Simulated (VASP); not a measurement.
The system is Ni.

```
CELL_PARAMETERS angstrom
0.00000 1.76194 1.76194
1.76194 0.00000 1.76194
1.76194 1.76194 0.00000
ATOMIC_POSITIONS crystal
Ni 0.00000 0.00000 0.00000
```

```yaml
Program: VASP 6.6.1
Task: relaxation of cell and atoms
Functional: PBEsol
Potentials_or_basis: VASP PAW PBE potentials, release 64 (Ni)
Cutoff: 600 eV
k_mesh: 16 × 16 × 16
Occupations: fermi-dirac, width 0.05 eV
Spin: collinear spin, ferromagnetic start
Starting_moments: "[1.5] μB"
```

At the start: pressure -10.7 GPa; volume 10.94 Å³/atom.

Question: How do energy, volume and symmetry change on relaxing?

Answer: Over 6 steps the energy falls by 20.3 meV/atom and the volume is 10.37 Å³/atom (-5.2 %); space group Fm-3m (No. 225, to 0.1 Å) before and after; moment 0.59 μB per cell.

The path:
```csv
step,energy change (eV),largest force (eV/Å),pressure (GPa),volume (Å³)
1,0.0000,0.0000,-10.72,10.94
2,0.0023,0.0000,14.09,9.82
3,-0.0203,0.0000,-0.09,10.37
4,-0.0203,0.0000,0.16,10.36
5,-0.0203,0.0000,-0.15,10.37
6,-0.0203,0.0000,0.02,10.37
```

Final structure:
```
Ni
1.0
     0.00000    1.73056    1.73056
     1.73056    0.00000    1.73056
     1.73056    1.73056    0.00000
Ni
1
Direct
  0.00000 0.00000 0.00000
```

Caveat: the PAW data sets were made with another functional, which shifts forces and pressure a little.
